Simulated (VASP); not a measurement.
Write the native input for VASP 6.6.1 that does the following.

* Task: relaxation of cell and atoms
* Functional: PBEsol-based global hybrid with 25 % exact exchange
* Potentials or basis: VASP PAW PBE potentials, release 64 (P, B)
* Cutoff: 600 eV
* k mesh: 5 × 5 × 5
* Occupations: fermi-dirac, width 0.05 eV
* Spin: no spin polarisation
* Dipole correction: no
* Grid for exact exchange (PRECFOCK): Normal
* Share of exact exchange: 0.25
* Further INCAR settings: ALGO = Normal; EDIFF = 1e-06; IBRION = 2; EDIFFG = -0.01; NSW = 60; ISIF = 3

The system is BP.

```
P B
1.0
     0.00000    2.26900    2.26900
     2.26900    0.00000    2.26900
     2.26900    2.26900    0.00000
P B
1 1
Cartesian
  3.4035 3.4035 3.4035
  0.0000 0.0000 0.0000
```

These files were run (other wordings do the same):

POSCAR

```
BP
1.0
    0.0000000000      2.2690000000      2.2690000000
    2.2690000000      0.0000000000      2.2690000000
    2.2690000000      2.2690000000      0.0000000000
P B
1 1
Direct
    0.7500000000      0.7500000000      0.7500000000
    0.0000000000      0.0000000000      0.0000000000
```

INCAR.step1

```
SYSTEM = BP
  PREC = Accurate
  ENCUT = 600
  EDIFF = 1E-5
  ISMEAR = -1
  SIGMA = 0.05
  LREAL = .FALSE.
  LASPH = .TRUE.
  NELM = 100
  ALGO = Normal
  LWAVE = .TRUE.
  LCHARG = .FALSE.
  GGA = PE
  NBANDS = 11
```

INCAR.step2

```
SYSTEM = BP
  PREC = Accurate
  ENCUT = 600
  EDIFF = 1E-6
  ISMEAR = -1
  SIGMA = 0.05
  LREAL = .FALSE.
  LASPH = .TRUE.
  NELM = 100
  ALGO = Normal
  ISIF = 3
  LWAVE = .FALSE.
  LCHARG = .FALSE.
  GGA = PS
  LHFCALC = .TRUE.
  AEXX = 0.25
  PRECFOCK = Normal
  IBRION = 2
  NSW = 60
  EDIFFG = -0.01
  ISTART = 1
```

KPOINTS

```
regular mesh
0
G
  5 5 5
  0 0 0
```

Potentials or basis: VASP PAW PBE potentials, release 64 (P, B).

Launch:

```sh
$ cat potpaw_PBE.64/P/POTCAR potpaw_PBE.64/B/POTCAR > POTCAR
$ cp INCAR.step1 INCAR
$ mpirun -np 1 vasp_std > vasp.out
$ cp INCAR.step2 INCAR
$ mpirun -np 1 vasp_std > vasp.out
```

Results of the run:

The relaxed volume is 11.43 Å³/atom. The relaxed cell is a = 3.186 Å, b = 3.186 Å, c = 3.186 Å, α = 60.00°, β = 60.00°, γ = 60.00°, the space group after relaxing (to 0.1 Å) is F-43m (No. 216) and the energy gained by relaxing is 3.0 meV/atom. The ionic steps are 3 and the pressure after relaxing is 0.0 GPa. The band gap on the k mesh is 2.62 eV (least direct gap 5.09 eV).

Caveat: the k points lie up to 0.48 Å⁻¹ apart in the final cell; the PAW data sets were made with another functional, which shifts forces and pressure a little; an odd mesh through Γ misses points on the zone boundary, where band edges can lie.

Run time: 2.9 min on 1 thread of Intel(R) Xeon(R) 6975P-C (Granite Rapids), on a shared host, peak memory 0.16 GiB.
